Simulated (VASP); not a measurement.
# Ti (Ama2) in VASP: further runs

The runs below take Ti through single point, with PBEsol.

Everything below comes from runs of VASP 6.6.1. Logs are shortened: lines on timing, memory, paths and dates and some standing lists are left out, and cuts for length are marked.

## (1) The cell of the first run

It takes space group Ama2 (No. 40, orthorhombic). Conventional cell: a = 9.182 Å, b = 2.900 Å, c = 5.023 Å, α = 90.00°, β = 90.00°, γ = 90.00°. Ti (site symmetry m) has 12 Ti at 2.74 to 2.95 Å within 3.6 Å. Within 3.6 Å of Ti (site symmetry 2) lie 12 Ti at 2.74 to 2.95 Å.

## (2) Single point, PBEsol (atoms displaced along a vibrational mode)

File INCAR:

```
PREC = Accurate
ENCUT = 520
EDIFF = 1E-6
ISMEAR = 0
SIGMA = 0.15
LREAL = F
LASPH = T
NELM = 80
ALGO = Fast
ISIF = 2
LWAVE = F
LCHARG = F
GGA = PS
NBANDS = 32
```

File KPOINTS:

```
Automatic mesh
0
Gamma
  18 18 6
```

File POSCAR:

```
Ti
1.0
    2.9001878206      0.0000000000      0.0000000000
   -1.4500939103      2.5116363284      0.0000000000
    0.0000000000      0.0000000000      9.1816218367
Ti
4
Direct
    0.2605794246      0.6666666667      0.1250000000
    0.4060872421      0.6666666667      0.6250000000
    0.6666666667      0.3333333333      0.3750000000
    0.6666666667      0.3333333333      0.8750000000
```

Potentials or basis: VASP PAW PBE potentials, release 64 (Ti_sv).

Launch:

```bash
$ cat potpaw_PBE.64/Ti_sv/POTCAR > POTCAR
$ mpirun -np 1 vasp_std > vasp.out
```

OUTCAR:

```text
PREC = Accurate
   ENCUT = 520
   EDIFF = 1E-6
   ISMEAR = 0
   LREAL = F
   LASPH = T
   NELM = 80
   ISIF = 2
   GGA = PS

 ion  position               nearest neighbor table
   1  0.261  0.667  0.125-   3 2.74   4 2.74   3 2.85   4 2.85
   2  0.406  0.667  0.625-   3 2.74   4 2.74   3 2.85   4 2.85
   3  0.667  0.333  0.375-   1 2.74   2 2.74   2 2.85   1 2.85
   4  0.667  0.333  0.875-   1 2.74   2 2.74   2 2.85   1 2.85

  LATTYP: Found a hexagonal cell.
 ALAT       =     2.9001878206
 C/A-ratio  =     3.1658714555

  Lattice vectors:

 A1 = (   2.9001878206,   0.0000000000,   0.0000000000)
 A2 = (  -1.4500939103,   2.5116363284,   0.0000000000)
 A3 = (   0.0000000000,   0.0000000000,   9.1816218367)

Analysis of symmetry for initial positions (statically):
=====================================================================
 Subroutine PRICEL returns:
 Original cell was already a primitive cell.

 Routine SETGRP: Setting up the symmetry group for a
 hexagonal supercell.

 Subroutine GETGRP returns: Found  4 space group operations
 (whereof  1 operations were pure point group operations)
 out of a pool of 24 trial point group operations.

The static configuration has the point symmetry C_1 .
 The point group associated with its full space group is C_2v.

Analysis of symmetry for dynamics (positions and initial velocities):
=====================================================================
 Subroutine PRICEL returns:
 Original cell was already a primitive cell.

 Routine SETGRP: Setting up the symmetry group for a
 hexagonal supercell.

 Subroutine GETGRP returns: Found  4 space group operations
 (whereof  1 operations were pure point group operations)
 out of a pool of 24 trial point group operations.

The dynamic configuration has the point symmetry C_1 .
 The point group associated with its full space group is C_2v.

 Subroutine INISYM returns: Found  4 space group operations
 (whereof  1 operations are pure point group operations),
 and found     1 'primitive' translations

----------------------------------------------------------------------------------------

                                     Primitive cell

  volume of cell :      66.8809

  direct lattice vectors                    reciprocal lattice vectors
     2.900187821  0.000000000  0.000000000     0.344805255  0.199073407  0.000000000
    -1.450093910  2.511636328  0.000000000     0.000000000  0.398146813  0.000000000
[... 91 lines left out ...]
   EDIFFG = 0.1E-04   stopping-criterion for IOM
   NSW    =      0    number of steps for IOM
   IBRION =     -1    ionic relax: 0-MD 1-quasi-New 2-CG
   NFREE  =      0    steps in history (QN), initial steepest desc. (CG)
   ISIF   =      2    stress and relaxation
   ISYM   =      2    0-nonsym 1-usesym 2-fastsym
   POTIM  = 0.5000    time-step for ionic-motion
   TEBEG  =    0.0;   TEEND  =   0.0 temperature during run
   PSTRESS=    0.0 pullay stress
   NELECT =      48.0000    total number of electrons
   NUPDOWN=      -1.0000    fix difference up-down
   EMIN   =  10.00;   EMAX   =-10.00  energy-range for DOS
   EFERMI =   0.00;   METHOD = LEGACY
   ISMEAR =     0;   SIGMA  =   0.15  broadening in eV -4-tet -1-fermi 0-gaus
   EFERMI_NEDOS =   21; number of points for ismear=-14 and -15
   IALGO  =     68    algorithm
   IMIX   =      4    mixing-type and parameters
     AMIX     =   0.40;   BMIX     =  1.00
     AMIX_MAG =   1.60;   BMIX_MAG =  1.00
  volume/ion in A,a.u.               =      16.72       112.83
  Fermi-wavevector in a.u.,A,eV,Ry     =   1.465732  2.769831 29.230341  2.148369
  Thomas-Fermi vector in A             =   2.581554
   LORBIT       =      0    0 simple, 1 ext, 2 COOP (PROOUT), +10 PAW based schemes
   GGA     = PS    functional components
   LHFCALC =     F    Hartree Fock is set to
   AEXX    =    0.0000 exact exchange contribution
   IVDW    =     0    specifies the selected vdW correction
   LEPSILON=     F    determine dielectric tensor
   LRPA    =     F    only Hartree local field effects (RPA)
 non-spin polarized calculation
 RMM-DIIS sequential band-by-band and
 Gauss-broadening in eV      SIGMA  =   0.15
  energy-cutoff  :      520.00
  volume of cell :       66.88
 maximum number of plane-waves:      1847
 NGX is ok and might be reduce to    24
   NGX = 11   NGY = 11   NGZ = 35

 number of electron      48.0000007 magnetization

 Free energy of the ion-electron system (eV)
  ---------------------------------------------------
  ext. energy  EPLUGINS =         0.00000000
  ---------------------------------------------------
  free energy    TOTEN  =       -33.31751623 eV

  energy without entropy =      -33.26758730  energy(sigma->0) =      -33.29255177

 E-fermi :   8.5723     XC(G=0): -11.8158

 val. band max:        8.5721115659   @ k =   0.4444   0.3333   0.5000
 cond. band min:       8.5728851372   @ k =   0.3333   0.2778   0.5000
 fundamental gap:      0.0007735713
 Fermi energy:         8.5722861161

 k-point     1 :       0.0000    0.0000    0.0000
  band No.  band energies     occupation
      1     -47.9416      2.00000
      2     -47.8652      2.00000
      3     -47.8494      2.00000
      4     -47.7716      2.00000
      5     -24.6854      2.00000
      6     -24.2831      2.00000
[... 829 lines left out ...]
     31       9.9138      0.00000
     32      10.0849      0.00000

 [... further k-points ...]

------------------------ aborting loop because EDIFF is reached ----------------------------------------

  FORCE on cell =-STRESS in cart. coord.  units (eV):
  Direction    XX          YY          ZZ          XY          YZ          ZX
  --------------------------------------------------------------------------------------
  -------------------------------------------------------------------------------------
  Total       -0.1433145     -0.3900397     -0.0539913      0.0000000      0.0000000      0.0000000
  in kB       -3.4331958     -9.3436627     -1.2933965      0.0000000      0.0000000      0.0000000
  external PRESSURE =      -4.6900850 kB  Pullay stress =       0.0000000 kB

 VOLUME and BASIS-vectors are now :
 -----------------------------------------------------------------------------
  energy-cutoff  :      520.00
  volume of cell :       66.88
      direct lattice vectors                 reciprocal lattice vectors
     2.900187821  0.000000000  0.000000000     0.344805255  0.199073407  0.000000000
    -1.450093910  2.511636328  0.000000000     0.000000000  0.398146813  0.000000000
     0.000000000  0.000000000  9.181621837     0.000000000  0.000000000  0.108913220

 POSITION                                       TOTAL-FORCE (eV/Angst)
 -----------------------------------------------------------------------------------
     -0.21100      1.67442      1.14770         0.302424      0.019030     -0.000000
      0.21100      1.67442      5.73851        -0.302424      0.019030     -0.000000
      1.45009      0.83721      3.44311         0.000000     -0.019030      0.000000
      1.45009      0.83721      8.03392         0.000000     -0.019030     -0.000000
 -----------------------------------------------------------------------------------
    total drift:                                0.000001     -0.000036      0.000000

  FREE ENERGIE OF THE ION-ELECTRON SYSTEM (eV)
  ---------------------------------------------------
  free  energy   TOTEN  =       -33.3175162343 eV

  energy  without entropy=      -33.2675872974  energy(sigma->0) =      -33.29255177
```

stdout:

```text
POSCAR found type information on POSCAR Ti
 POSCAR found :  1 types and       4 ions
 scaLAPACK will be used
 -----------------------------------------------------------------------------
|                                                                             |
|                                                                             |
|     You enforced a specific xc type in the INCAR file but a different       |
[... 98 lines left out ...]
WARNING in EDDRMM: call to ZHEGV failed, returncode =   8  4     29
WARNING in EDDRMM: call to ZHEGV failed, returncode =   8  4      6
WARNING in EDDRMM: call to ZHEGV failed, returncode =   8  4      9
WARNING in EDDRMM: call to ZHEGV failed, returncode =   6  3      8
WARNING in EDDRMM: call to ZHEGV failed, returncode =   8  4     27
WARNING in EDDRMM: call to ZHEGV failed, returncode =   8  4     15
WARNING in EDDRMM: call to ZHEGV failed, returncode =   8  4     31
```

Wall time 29 min (1 thread of AMD EPYC 9R45 (Zen 5), shared host); peak memory 0.6 GiB.

Results:

- Free energy: -33.3175 eV
- Pressure: -0.5 GPa
- Largest force: 0.303 eV/Å
- Band gap on the k mesh: zero (bands 24 and 25 overlap by 1.09 eV)

Forces in eV/Å, atoms in the order of the input:
```
Ti   0.302  0.019  0.000
Ti  -0.302  0.019  0.000
Ti   0.000 -0.019  0.000
Ti   0.000 -0.019  0.000
```

Stress tensor (GPa, compression positive):
```
-0.34  0.00  0.00
 0.00 -0.93  0.00
 0.00  0.00 -0.13
```

Caveat: the cell differs from its parent crystal (atoms displaced along a vibrational mode); the PAW data sets were made with another functional, which shifts forces and pressure a little.

## (3) Single point, PBEsol (atoms displaced along a vibrational mode)

File INCAR:

```
SYSTEM = Ti
ALGO     = Fast           ! electronic algorithm
EDIFF    = 1E-6           ! SCF threshold, eV
ENCUT    = 520            ! plane-wave cutoff, eV
GGA      = PS             ! functional
ISIF     = 2              ! what is computed and relaxed
ISMEAR   = 0              ! smearing method
LASPH    = .TRUE.         ! aspherical terms in the spheres
LCHARG   = .TRUE.         ! write CHGCAR
LELF     = .TRUE.         ! ELF
LREAL    = .FALSE.        ! projectors in reciprocal space
LVHAR    = .TRUE.       
LWAVE    = .FALSE.        ! write WAVECAR
NBANDS   = 32             ! bands
NELM     = 100            ! most SCF steps
PREC     = Accurate       ! precision mode
SIGMA    = 0.15           ! smearing width, eV
```

File KPOINTS:

```
k-points
0
G
  18 18 6
  0 0 0
```

POSCAR, as its differences from that of step 2:

```diff
@@ -8,4 +8,4 @@
 Direct
-    0.2605794246      0.6666666667      0.1250000000
-    0.4060872421      0.6666666667      0.6250000000
+    0.2896809881      0.6666666667      0.1250000000
+    0.3769856786      0.6666666667      0.6250000000
     0.6666666667      0.3333333333      0.3750000000
```

Potentials or basis: VASP PAW PBE potentials, release 64 (Ti_sv).

Launch:

```bash
$ cat potpaw_PBE.64/Ti_sv/POTCAR > POTCAR
$ mpirun -np 1 vasp_std > vasp.out
```

It took 28 min on 1 thread of AMD EPYC 9R45 (Zen 5), shared host; peak memory 0.6 GiB.

The run converged. Its results:

| Item | Value |
| --- | --- |
| Free energy | -33.3581 eV |
| Pressure | -0.4 GPa |
| Largest force | 0.178 eV/Å |
| Band gap on the k mesh | zero (bands 24 and 25 overlap by 1.05 eV) |

Forces on the atoms (eV/Å):
```
Ti   0.178  0.006  0.000
Ti  -0.178  0.006  0.000
Ti   0.000 -0.006  0.000
Ti   0.000 -0.006  0.000
```

Stress tensor (GPa, compression positive):
```
-0.35  0.00  0.00
 0.00 -0.59  0.00
 0.00  0.00 -0.33
```

Levels at points of the mesh, in eV from the Fermi level:
| k point | band 20 | band 21 | band 22 | band 23 | band 24 | band 25 | band 26 | band 27 | band 28 | band 29 |
| --- | --- | --- | --- | --- | --- | --- | --- | --- | --- | --- |
| (0.00, 0.00, 0.00) | -2.76 | 0.08 | 0.10 | 0.62 | 0.71 | 0.71 | 0.72 | 0.81 | 0.85 | 0.92 |
| (0.50, 0.00, 0.00) | -2.25 | -1.94 | -0.86 | -0.85 | -0.54 | 0.51 | 0.60 | 1.17 | 1.48 | 1.56 |
| (0.00, 0.50, 0.00) | -2.24 | -1.93 | -0.88 | -0.84 | -0.56 | 0.56 | 0.67 | 1.09 | 1.46 | 1.46 |
| (0.00, 0.00, 0.50) | -3.08 | 0.23 | 0.23 | 0.58 | 0.58 | 0.65 | 0.65 | 0.70 | 0.70 | 1.06 |
| (0.50, 0.00, 0.50) | -2.22 | -1.19 | -1.15 | -1.00 | -0.98 | 0.74 | 0.84 | 0.99 | 1.12 | 1.33 |
| (0.00, 0.50, 0.50) | -2.24 | -1.09 | -1.09 | -1.07 | -1.07 | 0.71 | 0.71 | 1.18 | 1.18 | 1.51 |

Caveat: the cell differs from its parent crystal (atoms displaced along a vibrational mode); the PAW data sets were made with another functional, which shifts forces and pressure a little.
